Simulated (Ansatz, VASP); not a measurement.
## NaF: VASP beside Ansatz

The input POSCAR:

```
NaF
1.0
    0.0000000000      2.4112795713      2.7186181586
    2.4112795713      0.0000000000      2.7186181586
    2.4112795713      2.4112795713      0.0000000000
Na F
1 1
Direct
    0.0000000000      0.0000000000      0.0000000000
    0.2500000000      0.2500000000      0.2500000000
```

INCAR.step1

```
  ALGO = Normal
  EDIFF = 1E-5
  ENCUT = 520
  GGA = PE
  ISIF = 2
  ISMEAR = 0
  LASPH = True
  LCHARG = False
  LREAL = False
  LWAVE = True
  NBANDS = 14
  NELM = 80
  PREC = Accurate
  SIGMA = 0.01
```

INCAR.step2

```
  ALGO = Normal
  EDIFF = 1E-6
  ENCUT = 520
  GGA = PE
  HFSCREEN = 0.2079
  ISIF = 2
  ISMEAR = 0
  ISTART = 1
  LASPH = True
  LCHARG = False
  LHFCALC = True
  LREAL = False
  LWAVE = False
  NBANDS = 14
  NELM = 80
  PREC = Accurate
  PRECFOCK = Normal
  SIGMA = 0.01
```

KPOINTS

```
k-points
0
Gamma
  6 6 6
```

Input for Ansatz:

```yaml
crystal:
  lattice:
    - [0.0, 2.4112795713, 2.7186181586]
    - [2.4112795713, 0.0, 2.7186181586]
    - [2.4112795713, 2.4112795713, 0.0]
  atoms:
    - { symbol: Na, position: [0.0, 0.0, 0.0] }
    - { symbol: F, position: [0.25, 0.25, 0.25] }
kpoints:
  mp_grid: { grid: [6, 6, 6] }
  band_path:
    path:
      - [0.0, 0.0, 0.0]
      - [-0.5, -0.5, 0.0]
      - [-0.375, -0.375, 0.25]
      - [-0.375, 0.0, 0.375]
      - [0.0, 0.0, 0.5]
      - [-0.5, -0.25, 0.25]
    npoints: 1
hamiltonian:
  xc: hse06
scf:
  occupations: { method: fixed }
  n_extra_bands: 4
output:
  forces: true
  stress: true
  eigenvalues: true
```

Change from the starting cell: epitaxial_xy strain -4.7%.

Alike in both runs: task single point; functional HSE06; k mesh 6 × 6 × 6; no spin polarisation.

|  | VASP | Ansatz |
| --- | --- | --- |
| version | VASP 6.6.1 | Ansatz 0.2.0 |
| potentials or method | VASP PAW PBE potentials, release 64 (Na_pv, F) | plane waves, PAW |
| plane-wave cutoff (eV) | 520 | 420 |
| occupations | gaussian, width 0.01 eV | fixed |
| valence electrons in the cell | 14 | 16 |

```tsv
	VASP	Ansatz	Ansatz less VASP
gap on the k mesh at the Fermi level (eV)	7.64	7.67	+0.029
pressure (GPa)	1.6	1.4	-0.16
traceless stress, the component that is largest in VASP (GPa)	-0.67	-0.72	-0.050
```

VASP's potentials hold 14 valence electrons a cell and Ansatz's 16, so a difference there can come from the potentials and not from the codes. Ansatz's warnings: stress exchange threshold loose, stress scf threshold loose.
